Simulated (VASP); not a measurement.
TiPt3: single point with PBEsol

The system is TiPt3.

```
Ti Pt
1.0
     3.73669    0.00000    0.00000
     0.00000    3.73669    0.00000
     0.00000    0.00000    3.73669
Ti Pt
1 3
Direct
  0.00000 0.00000 0.00000
  0.00000 0.50000 0.50000
  0.50000 0.00000 0.50000
  0.50000 0.50000 0.00000
```

```yaml
Program: VASP 6.6.1
Task: single point
Functional: PBEsol
Potentials_or_basis: VASP PAW PBE potentials, release 64 (Ti_sv, Pt)
Cutoff: 520 eV
k_mesh: 12 × 12 × 12
Occupations: gaussian, width 0.1 eV
Spin: no spin polarisation
```

* Pressure: 46.5 GPa
* Band gap on the k mesh: zero (bands 21 and 22 overlap by 1.96 eV)

Levels at points of the mesh, in eV from the Fermi level:
| k point | band 18 | band 19 | band 20 | band 21 | band 22 | band 23 | band 24 | band 25 |
| --- | --- | --- | --- | --- | --- | --- | --- | --- |
| (0.00, 0.00, 0.00) | 0.19 | 0.19 | 0.19 | 1.54 | 1.54 | 1.54 | 1.70 | 1.70 |
| (0.50, 0.00, 0.00) | -3.16 | -3.11 | -1.56 | -0.32 | -0.32 | 0.20 | 0.43 | 0.91 |
| (0.50, 0.50, 0.00) | -3.75 | -3.05 | -2.71 | -2.68 | 0.19 | 0.19 | 0.32 | 1.90 |
| (0.50, 0.50, 0.50) | -0.96 | -0.96 | -0.96 | -0.42 | -0.42 | -0.42 | 1.50 | 1.50 |

Run time: 7.3 min on 1 thread of Intel Xeon 8259CL (shared host), peak memory 0.24 GiB.

Caveat: the cell stands under pressure; the PAW data sets were made with another functional, which shifts forces and pressure a little; spin-orbit coupling is left out, which moves the levels of the heavy elements.
